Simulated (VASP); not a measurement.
# Cd2S4O (C2/m) in VASP: single point with r2SCAN

Aim: the single point of Cd2S4O with r2SCAN.

Program: VASP 6.6.1. These are calculated values, not measurements. Logs are shortened: lines on timing, memory, paths and dates and some standing lists are left out, and cuts for length are marked.

## Step 1: The cell of the first run

It takes space group C2/m (No. 12, monoclinic). Conventional cell: a = 13.159 Å, b = 3.320 Å, c = 6.103 Å, α = 90.00°, β = 114.68°, γ = 90.00°. S (site symmetry m) has 2 O at 2.46 Å and 3 Cd at 2.61 to 2.69 Å within 3.3 Å. S (site symmetry m) has 3 Cd at 2.44 to 2.45 Å and 1 O at 2.50 Å and 1 S at 3.10 Å within 3.2 Å. Within 3.3 Å of O (site symmetry 2/m) lie 6 S at 2.46 to 2.50 Å and 2 Cd at 3.10 Å. Cd (site symmetry m) has 6 S at 2.44 to 2.69 Å and 2 Cd at 2.91 Å and 1 O at 3.10 Å within 3.2 Å.

## Step 2: Single point, r2SCAN

POSCAR reads:

```
Cd2S4O
1.0
    0.0000000000      3.3197490000      0.0000000000
    6.1029630000      0.0000000000      0.0000000000
   -2.7475850000      1.6598750000     -5.9782980000
S O Cd
4 1 2
Direct
    0.3675000000      0.9726000000      0.2650000000
    0.6325000000      0.0274000000      0.7350000000
    0.8938000000      0.4493000000      0.2124000000
    0.1062000000      0.5507000000      0.7876000000
    0.0000000000      0.0000000000      0.0000000000
    0.2561000000      0.6904000000      0.4878000000
    0.7439000000      0.3096000000      0.5122000000
```

INCAR.step1 reads:

```
SYSTEM = Cd2S4O
ALGO = Normal
EDIFF = 1E-4
ENCUT = 520
GGA = PE
ISMEAR = -1
LASPH = .True.
LCHARG = .False.
LREAL = .False.
LWAVE = .True.
NBANDS = 36
NELM = 60
PREC = Accurate
SIGMA = 0.1033
```

INCAR.step2 reads:

```
SYSTEM = Cd2S4O
ALGO = Normal
EDIFF = 1E-7
ENCUT = 520
ISIF = 2
ISMEAR = -1
ISTART = 1
LASPH = .True.
LCHARG = .True.
LELF = .True.
LMIXTAU = .True.
LREAL = .False.
LVHAR = .True.
LWAVE = .False.
METAGGA = R2SCAN
NBANDS = 36
NELM = 60
PREC = Accurate
SIGMA = 0.1033
```

KPOINTS reads:

```
k-points
0
Gamma
  7 4 7
  0 0 0
```

Potentials or basis: VASP PAW PBE potentials, release 64 (S, O, Cd).

The run is started by

```bash
cat potpaw_PBE.64/S/POTCAR potpaw_PBE.64/O/POTCAR potpaw_PBE.64/Cd/POTCAR > POTCAR
cp INCAR.step1 INCAR
mpirun -np 1 vasp_std > vasp.out
cp INCAR.step2 INCAR
mpirun -np 1 vasp_std > vasp.out
```

OUTCAR:

```text
SYSTEM = Cd2S4O
   EDIFF = 1E-7
   ENCUT = 520
   ISIF = 2
   ISMEAR = -1
   ISTART = 1
   LASPH = .True.
   LREAL = .False.
   METAGGA = R2SCAN
   NELM = 60
   PREC = Accurate

 ion  position               nearest neighbor table
   1  0.367  0.973  0.265-   7 2.61   7 2.61   6 2.69
   2  0.633  0.027  0.735-   6 2.61   6 2.61   7 2.69
   3  0.894  0.449  0.212-   6 2.44   6 2.44   7 2.45
   4  0.106  0.551  0.788-   7 2.44   7 2.44   6 2.45
   5  0.000  0.000  0.000-
   6  0.256  0.690  0.488-   3 2.44   3 2.44   4 2.45   2 2.61   2 2.61   1 2.69   7 2.91   7 2.91

   7  0.744  0.310  0.512-   4 2.44   4 2.44   3 2.45   1 2.61   1 2.61   2 2.69   6 2.91   6 2.91

  LATTYP: Found a base centered monoclinic cell.
 ALAT       =    13.1589164157
 B/A-ratio  =     0.2522813350
 C/A-ratio  =     0.4637891759
 COS(beta)  =    -0.4176004943

  Lattice vectors:

 A1 = (  -2.7475850000,  -1.6598740000,  -5.9782980000)
 A2 = (  -2.7475850000,   1.6598750000,  -5.9782980000)
 A3 = (   6.1029630000,   0.0000000000,   0.0000000000)

Analysis of symmetry for initial positions (statically):
=====================================================================
 Subroutine PRICEL returns:
 Original cell was already a primitive cell.

 Routine SETGRP: Setting up the symmetry group for a
 base centered monoclinic supercell.

 Subroutine GETGRP returns: Found  4 space group operations
 (whereof  4 operations were pure point group operations)
 out of a pool of  4 trial point group operations.

The static configuration has the point symmetry C_2h.

Analysis of symmetry for dynamics (positions and initial velocities):
=====================================================================
 Subroutine PRICEL returns:
 Original cell was already a primitive cell.

 Routine SETGRP: Setting up the symmetry group for a
 base centered monoclinic supercell.

 Subroutine GETGRP returns: Found  4 space group operations
 (whereof  4 operations were pure point group operations)
 out of a pool of  4 trial point group operations.

The dynamic configuration has the point symmetry C_2h.

 Subroutine INISYM returns: Found  4 space group operations
 (whereof  4 operations are pure point group operations),
 and found     1 'primitive' translations

----------------------------------------------------------------------------------------

                                     Primitive cell

  volume of cell :     121.1221

  direct lattice vectors                    reciprocal lattice vectors
     0.000000000  3.319749000  0.000000000     0.000000000  0.301227593  0.083635869
     6.102963000  0.000000000  0.000000000     0.163854836  0.000000000 -0.075306565
    -2.747585000  1.659875000 -5.978298000     0.000000000  0.000000000 -0.167271688

  length of vectors
     3.319749000  6.102963000  6.785606482     0.312622810  0.180331600  0.167271688

  position of ions in fractional coordinates (direct lattice)
     0.367500000  0.972600000  0.265000000
     0.632500000  0.027400000  0.735000000
     0.893800000  0.449300000  0.212400000
     0.106200000  0.550700000  0.787600000
     0.000000000  0.000000000  0.000000000
     0.256100000  0.690400000  0.487800000
     0.743900000  0.309600000  0.512200000

  ion indices of the primitive-cell ions
   primitive index   ion index
                 1           1
                 2           2
                 3           3
                 4           4
                 5           5
                 6           6
                 7           7

----------------------------------------------------------------------------------------

 KPOINTS: k-points

Automatic generation of k-mesh.
 Grid dimensions read from file:
 generate k-points for:    7    4    7

 Generating k-lattice:

  Cartesian coordinates                     Fractional coordinates (reciprocal lattice)
     0.000000000  0.043032513  0.011947981     0.142857143  0.000000000  0.000000000
     0.040963709  0.000000000 -0.018826641     0.000000000  0.250000000  0.000000000
     0.000000000  0.000000000 -0.023895955     0.000000000  0.000000000  0.142857143

  Length of vectors
     0.044660401  0.045082900  0.023895955

  Shift w.r.t. Gamma in fractional coordinates (k-lattice)
     0.000000000  0.000000000  0.000000000

 Subroutine IBZKPT returns following result:
 ===========================================

 Found     60 irreducible k-points:

 Following reciprocal coordinates:
            Coordinates               Weight
  0.000000  0.000000  0.000000      1.000000
  0.142857  0.000000  0.000000      4.000000
  0.285714  0.000000  0.000000      4.000000
  0.428571  0.000000  0.000000      4.000000
  0.000000  0.250000 -0.000000      2.000000
  0.142857  0.250000  0.000000      4.000000
[... 16 lines left out ...]
  0.285714  0.250000  0.142857      4.000000
  0.428571  0.250000  0.142857      4.000000
 [... further k-points ...]
   k-points           NKPTS =     60   k-points in BZ     NKDIM =     60   number of bands    NBANDS=     36
   number of dos      NEDOS =    301   number of ions     NIONS =      7
   total plane-waves  NPLWV =  67200
   dimension x,y,z NGX =    28 NGY =   48 NGZ =   50
   dimension x,y,z NGXF=    56 NGYF=   96 NGZF=  100
   ions per type =               4   1   2
   NGX,Y,Z   is equivalent  to a cutoff of  14.02, 13.08, 12.25 a.u.
   NGXF,Y,Z  is equivalent  to a cutoff of  28.04, 26.15, 24.50 a.u.
 SYSTEM =  Cd2S4O
   PREC   = accura    normal or accurate (medium, high low for compatibility)
   ISTART =      1    job   : 0-new  1-cont  2-samecut
   ICHARG =      0    charge: 1-file 2-atom 10-const
   ISPIN  =      1    spin polarized calculation?
   LNONCOLLINEAR =      F non collinear calculations
   LSORBIT =      F    spin-orbit coupling
   LASPH  =      T    aspherical Exc in radial PAW
   ENCUT  =  520.0 eV  38.22 Ry    6.18 a.u.   6.17 11.35 12.62*2*pi/ulx,y,z
   NELM   =     60;   NELMIN=  2; NELMDL=  0     # of ELM steps
   EDIFF  = 0.1E-06   stopping-criterion for ELM
   LREAL  =      F    real-space projection
   EDIFFG = 0.1E-05   stopping-criterion for IOM
   NSW    =      0    number of steps for IOM
   IBRION =     -1    ionic relax: 0-MD 1-quasi-New 2-CG
   NFREE  =      0    steps in history (QN), initial steepest desc. (CG)
   ISIF   =      2    stress and relaxation
   ISYM   =      2    0-nonsym 1-usesym 2-fastsym
   POTIM  = 0.5000    time-step for ionic-motion
   TEBEG  =    0.0;   TEEND  =   0.0 temperature during run
   PSTRESS=    0.0 pullay stress
   NELECT =      54.0000    total number of electrons
   NUPDOWN=      -1.0000    fix difference up-down
   EMIN   =  10.00;   EMAX   =-10.00  energy-range for DOS
   EFERMI =   0.00;   METHOD = LEGACY
   ISMEAR =    -1;   SIGMA  =   0.10  broadening in eV -4-tet -1-fermi 0-gaus
   EFERMI_NEDOS =   21; number of points for ismear=-14 and -15
   IALGO  =     38    algorithm
   IMIX   =      4    mixing-type and parameters
     AMIX     =   0.40;   BMIX     =  1.00
     AMIX_MAG =   1.60;   BMIX_MAG =  1.00
  volume/ion in A,a.u.               =      17.30       116.77
  Fermi-wavevector in a.u.,A,eV,Ry     =   1.250638  2.363363 21.280805  1.564095
  Thomas-Fermi vector in A             =   2.384623
   LORBIT       =      0    0 simple, 1 ext, 2 COOP (PROOUT), +10 PAW based schemes
   METAGGA = R2SCAN    functional components
   LHFCALC =     F    Hartree Fock is set to
   AEXX    =    0.0000 exact exchange contribution
   IVDW    =     0    specifies the selected vdW correction
   LEPSILON=     F    determine dielectric tensor
   LRPA    =     F    only Hartree local field effects (RPA)
 non-spin polarized calculation
  energy-cutoff  :      520.00
  volume of cell :      121.12
 maximum number of plane-waves:      3290
 NGX is ok and might be reduce to    28
   NGX = 13   NGY = 23   NGZ = 25

 number of electron      54.0000007 magnetization

 Free energy of the ion-electron system (eV)
  ---------------------------------------------------
  ext. energy  EPLUGINS =         0.00000000
  ---------------------------------------------------
  free energy    TOTEN  =       -73.97697546 eV

  energy without entropy =      -73.80707983  energy(sigma->0) =      -73.89202764

 E-fermi :   3.7585     XC(G=0): -11.2144

 val. band max:        3.7496671243   @ k =  -0.1429  -0.2500   0.1429
 cond. band min:       3.7753055787   @ k =   0.2857   0.2500   0.1429
 fundamental gap:      0.0256384544
 Fermi energy:         3.7585417004

 k-point     1 :       0.0000    0.0000    0.0000
  band No.  band energies     occupation
      1     -15.0644      2.00000
      2     -10.4525      2.00000
      3      -9.6823      2.00000
      4      -9.2912      2.00000
      5      -9.0773      2.00000
      6      -5.4781      2.00000
[... 28 lines left out ...]
     35      11.5074      0.00000
     36      12.3696      0.00000

 k-point     2 :       0.1429    0.0000    0.0000
  band No.  band energies     occupation
      1     -15.0023      2.00000
      2     -10.3072      2.00000
      3      -9.6078      2.00000
      4      -9.2218      2.00000
      5      -9.0666      2.00000
      6      -5.3859      2.00000
[... 28 lines left out ...]
     35      12.0569      0.00000
     36      12.3700      0.00000

 k-point     3 :       0.2857    0.0000    0.0000
  band No.  band energies     occupation
      1     -14.8581      2.00000
      2      -9.9091      2.00000
      3      -9.4668      2.00000
      4      -9.1653      2.00000
      5      -8.9459      2.00000
      6      -5.3651      2.00000
[... 28 lines left out ...]
     35      12.2786      0.00000
     36      12.5144      0.00000

 k-point     4 :       0.4286    0.0000    0.0000
  band No.  band energies     occupation
      1     -14.7376      2.00000
      2      -9.4932      2.00000
      3      -9.3402      2.00000
      4      -9.1579      2.00000
      5      -8.8614      2.00000
      6      -5.3506      2.00000
[... 28 lines left out ...]
     35      12.0398      0.00000
     36      12.4538      0.00000

 k-point     5 :       0.0000    0.2500   -0.0000
  band No.  band energies     occupation
      1     -15.0555      2.00000
      2     -10.4028      2.00000
      3      -9.6537      2.00000
      4      -9.2983      2.00000
      5      -9.2625      2.00000
      6      -5.4575      2.00000
[... 655 lines left out ...]
 k-point    22 :       0.0000    0.2500    0.1429
  band No.  band energies     occupation
      1     -15.0501      2.00000
      2     -10.4139      2.00000
      3      -9.7429      2.00000
      4      -9.3711      2.00000
      5      -9.1112      2.00000
      6      -5.4462      2.00000
[... 28 lines left out ...]
     35      11.6838      0.00000
     36      12.2811      0.00000

 k-point    23 :       0.2857    0.2500    0.1429
  band No.  band energies     occupation
      1     -14.8550      2.00000
      2      -9.9006      2.00000
      3      -9.3905      2.00000
      4      -9.2547      2.00000
      5      -8.9585      2.00000
      6      -5.3763      2.00000
[... 28 lines left out ...]
     35      12.0591      0.00000
     36      12.9983      0.00000

 k-point    24 :       0.4286    0.2500    0.1429
  band No.  band energies     occupation
      1     -14.7361      2.00000
      2      -9.5682      2.00000
      3      -9.3677      2.00000
      4      -9.1119      2.00000
      5      -8.7676      2.00000
      6      -5.3847      2.00000
[... 28 lines left out ...]
     35      11.4354      0.00000
     36      12.0049      0.00000

 [... further k-points ...]
[... 5 lines left out ...]
  --------------------------------------------------------------------------------------
  -------------------------------------------------------------------------------------
  Total        8.8531006     10.6831557      6.2151939     -0.0000000     -0.0000005      0.1748099
  in kB      117.1068865    141.3144571     82.2132312     -0.0000002     -0.0000069      2.3123473
  external PRESSURE =     113.5448583 kB  Pullay stress =       0.0000000 kB

 VOLUME and BASIS-vectors are now :
 -----------------------------------------------------------------------------
  energy-cutoff  :      520.00
  volume of cell :      121.12
      direct lattice vectors                 reciprocal lattice vectors
     0.000000000  3.319749000  0.000000000     0.000000000  0.301227593  0.083635869
     6.102963000  0.000000000  0.000000000     0.163854836  0.000000000 -0.075306565
    -2.747585000  1.659875000 -5.978298000     0.000000000  0.000000000 -0.167271688

 POSITION                                       TOTAL-FORCE (eV/Angst)
 -----------------------------------------------------------------------------------
      5.20763      1.65987     -1.58425         0.177114     -0.000000      0.739689
     -1.85225      3.31975     -4.39405        -0.177114      0.000000     -0.739689
      2.15847      3.31975     -1.26979        -0.381300     -0.000000      2.120060
      1.19690      1.65987     -4.70851         0.381300      0.000000     -2.120060
      0.00000      0.00000      0.00000        -0.000000      0.000000      0.000000
      2.87321      1.65987     -2.91621         2.323761      0.000000     -0.287730
      0.48216      3.31975     -3.06208        -2.323761     -0.000000      0.287730
 -----------------------------------------------------------------------------------
    total drift:                               -0.000000      0.000000     -0.000000

  FREE ENERGIE OF THE ION-ELECTRON SYSTEM (eV)
  ---------------------------------------------------
  free  energy   TOTEN  =       -73.9769754595 eV

  energy  without entropy=      -73.8070798299  energy(sigma->0) =      -73.89202764
```

Wall time 48 min (1 thread of Oxide Virtual Turin-like, shared host); peak memory 0.38 GiB.

What came out:

| Item | Value |
| --- | --- |
| Free energy | -73.9770 eV |
| Pressure | 11.4 GPa |
| Largest force | 2.342 eV/Å |
| Band gap on the k mesh | zero (band 27 reaches 4.15 eV, above the bottom of band 28 at 3.35 eV) |

Forces in eV/Å, atoms in the order of the input:
```
S    0.177  0.000  0.740
S   -0.177  0.000 -0.740
S   -0.381  0.000  2.120
S    0.381  0.000 -2.120
O    0.000  0.000  0.000
Cd   2.324  0.000 -0.288
Cd  -2.324  0.000  0.288
```

Stress tensor (GPa, compression positive):
```
11.71  0.00  0.23
 0.00 14.13  0.00
 0.23  0.00  8.22
```

Caveat: the PAW data sets were made with another functional, which shifts forces and pressure a little.
